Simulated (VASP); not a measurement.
A run of VASP 6.6.1:

The input INCAR:

```
ALGO     = Normal         # electronic algorithm
EDIFF    = 1E-6           # SCF threshold, eV
ENCUT    = 520            # plane-wave cutoff, eV
GGA      = PS             # functional
ISIF     = 2              # what is computed and relaxed
ISMEAR   = 0              # smearing method
LASPH    = True           # aspherical terms in the spheres
LCHARG   = False          # write CHGCAR
LREAL    = False          # projectors in reciprocal space
LWAVE    = False          # write WAVECAR
NBANDS   = 16             # bands
NELM     = 60             # most SCF steps
PREC     = Accurate       # precision mode
SIGMA    = 0.05           # smearing width, eV
```

File KPOINTS:

```
k-points
0
Gamma
  9 9 6
```

The input POSCAR:

```
MgO
1.0
    3.2457000000      0.0000000000      0.0000000000
   -1.6228500000      2.8108586531      0.0000000000
    0.0000000000      0.0000000000      5.3206000000
Mg O
2 2
Direct
    0.3333333333      0.6666666667      0.0036583380
    0.6666666667      0.3333333333      0.5036583380
    0.3333333333      0.6666666667      0.4009416620
    0.6666666667      0.3333333333      0.9009416620
```

Potentials or basis: VASP PAW PBE potentials, release 64 (Mg, O).

Run with:

```bash
$ cat potpaw_PBE.64/Mg/POTCAR potpaw_PBE.64/O/POTCAR > POTCAR
$ mpirun -np 1 vasp_std > vasp.out
```

Hardware: 1 thread of Intel(R) Xeon(R) 6975P-C (Granite Rapids), with other jobs on the host.

**Question.** How long does it take, and how much memory?

**Answer.** Run time: 17 s on 1 thread of Intel(R) Xeon(R) 6975P-C (Granite Rapids), with other jobs on the host, peak memory 0.18 GiB. Counts: scf iterations 13, k points 48.
